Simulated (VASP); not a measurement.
Runs of VASP 6.6.1 on PbO. The structure is that of space group F-43m (No. 216), or close to it. The cells are those of the table. 

```csv
task,level,spin,cell,k mesh,cutoff (eV),smearing,gap on the mesh (eV),pressure (GPa)
dielectric tensor,r2SCAN,off,"a = 3.958 Å, angles 60.0°, 2 atoms",6 × 6 × 6,520,gaussian 0.01 eV,(b),-
single point,PBE,"non-collinear, zero start, SOC","a = 3.958 Å, angles 60.0°, 2 atoms",8 × 8 × 8,520,fermi-dirac 0.02 eV,-,2.3
single point,PBE,off,"a = 3.958 Å, angles 60.0°, 2 atoms",4 × 4 × 4,600,gaussian 0.01 eV,(a),2.4
relaxation of cell and atoms,r2SCAN,off,"relaxed from a = 4.005 Å, angles 60.0°, 2 atoms",8 × 8 × 8,600,fermi-dirac 0.02 eV,0.62,0.0
```

Alike in all rows: potentials or basis VASP PAW PBE potentials, release 64 (Pb_d, O).

Fill in the values left out.

(a) 0.43; (b) 0.65.

Caveats: some runs use coarse meshes; spin-orbit coupling is left out, which moves the levels of the heavy elements (some runs); the PAW data sets were made with another functional, which shifts forces and pressure a little (some runs); the gap is small at this level, which inflates the dielectric constant (some runs).

A k mesh can miss the band edges, and rows without SOC leave out spin-orbit coupling on Pb.
